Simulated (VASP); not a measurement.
Input of a VASP 6.6.1 run:

The input POSCAR:

```
SiC
1.0
    0.0000000000      2.1781449820      2.1781449820
    2.1781449820      0.0000000000      2.1781449820
    2.1781449820      2.1781449820      0.0000000000
Si C
1 1
Direct
   -0.0115965992     -0.0115965992     -0.0115965992
    0.7500000000      0.7500000000      0.7500000000
```

The input INCAR.step1:

```
SYSTEM = SiC
ALGO = Normal ; EDIFF = 1E-5
ENCUT = 660 ; GGA = PE
GGA_COMPAT = .FALSE. ; ISMEAR = 0
LASPH = .TRUE. ; LCHARG = .FALSE.
LREAL = .FALSE. ; LWAVE = .TRUE.
NBANDS = 11 ; NELM = 120
PREC = Accurate ; SIGMA = 0.05
```

File INCAR.step2:

```
SYSTEM = SiC
ALGO = Normal ; EDIFF = 1E-6
ENCUT = 660 ; GGA_COMPAT = .FALSE.
ISIF = 2 ; ISMEAR = 0
ISTART = 1 ; LASPH = .TRUE.
LCHARG = .FALSE. ; LMIXTAU = .TRUE.
LREAL = .FALSE. ; LWAVE = .FALSE.
METAGGA = R2SCAN ; NBANDS = 11
NELM = 120 ; PREC = Accurate
SIGMA = 0.05
```

The input KPOINTS:

```
k-points
0
G
  10 10 10
  0 0 0
```

Potentials or basis: VASP PAW PBE potentials, release 64 (Si, C).

The run is started by

```console
$ cat potpaw_PBE.64/Si/POTCAR potpaw_PBE.64/C/POTCAR > POTCAR
$ cp INCAR.step1 INCAR
$ mpirun -np 1 vasp_std > vasp.out
$ cp INCAR.step2 INCAR
$ mpirun -np 1 vasp_std > vasp.out
```

Problem. What does it give for the largest force?

Solution. 2.049 eV/Å.

Problem. What does it give for the pressure?

Solution. 0.7 GPa.

Problem. What does it give for the band gap on the k mesh?

Solution. 1.46 eV (least direct gap 4.91 eV).

Stress tensor (GPa, compression positive):
```
0.67 3.82 3.82
3.82 0.67 3.82
3.82 3.82 0.67
```

Caveat: the cell differs from its parent crystal (all Si atoms moved +0.087 Å, as atom 1 towards its neighbour atom 2 (C) at 1.886 Å); the PAW data sets were made with another functional, which shifts forces and pressure a little. A k mesh can miss the band edges.
